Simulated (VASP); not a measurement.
Wanted: the native input for a VASP 6.6.1 run.

```yaml
Task: single point
Functional: r2SCAN
Potentials_or_basis: VASP PAW PBE potentials, release 64 (I, Lu)
Cutoff: 520 eV
k_mesh: 4 × 4 × 4, shifted
Occupations: fermi-dirac, width 0.1 eV
Spin: no spin polarisation
Dipole_correction: no
Further_INCAR_settings: ALGO = Normal; EDIFF = 1e-06; NBANDS = 26
```

The system is LuI2.

```xyz
3
Lattice="4.5762 -0.0574 0.0789 -0.1181 4.4945 0.7925 -0.2588 0.0116 5.0148" Properties=species:S:1:pos:R:3 pbc="T T T"
I     3.2814    3.1862    4.1080
I     1.4719    0.7811    4.1502
Lu    4.1137    1.2750    1.5820
```

The input as run:

POSCAR

```
LuI2
1.0
    4.5761640000     -0.0574450000      0.0789360000
   -0.1180750000      4.4945080000      0.7924860000
   -0.2587730000      0.0115880000      5.0147880000
I Lu
2 1
Direct
    0.7747850000      0.7170270000      0.6936650000
    0.3710830000      0.1764790000      0.7938640000
    0.9209380000      0.2947960000      0.2543830000
```

INCAR.step1

```
SYSTEM = LuI2
PREC = Accurate
ENCUT = 520
ISMEAR = -1
SIGMA = 0.1
LREAL = .FALSE.
LASPH = .TRUE.
NELM = 80
NBANDS = 26
GGA = PE
ALGO = Normal
EDIFF = 1E-4
LWAVE = .TRUE.
LCHARG = .FALSE.
```

INCAR.step2

```
SYSTEM = LuI2
PREC = Accurate
ENCUT = 520
EDIFF = 1E-6
ISMEAR = -1
SIGMA = 0.1
LREAL = .FALSE.
LASPH = .TRUE.
NELM = 80
ALGO = Normal
ISIF = 2
LWAVE = .FALSE.
LCHARG = .TRUE.
METAGGA = R2SCAN
LMIXTAU = .TRUE.
LELF = .TRUE.
LVHAR = .TRUE.
NBANDS = 26
ISTART = 1
```

KPOINTS

```
Automatic mesh
0
Gamma
  4 4 4
  0 0.5 0
```

Potentials or basis: VASP PAW PBE potentials, release 64 (I, Lu).

Command:

```bash
$ cat potpaw_PBE.64/I/POTCAR potpaw_PBE.64/Lu/POTCAR > POTCAR
$ cp INCAR.step1 INCAR
$ mpirun -np 1 vasp_std > vasp.out
$ cp INCAR.step2 INCAR
$ mpirun -np 1 vasp_std > vasp.out
```

It gave:

```json
{
  "Pressure": "5.6 GPa",
  "Largest force": "3.464 eV/Å",
  "Band gap on the k mesh": "zero (an odd number of electrons rules out a gap without spin polarisation)"
}
```

Caveat: the PAW data sets were made with another functional, which shifts forces and pressure a little; spin-orbit coupling is left out, which moves the levels of the heavy elements; an odd number of electrons without spin polarisation forces a metal; a magnetic or distorted state may lie lower.

Run time: 6.1 min on 1 thread of AMD EPYC 7R43 64-Core Processor (Zen 3), on a shared host, peak memory 0.23 GiB.
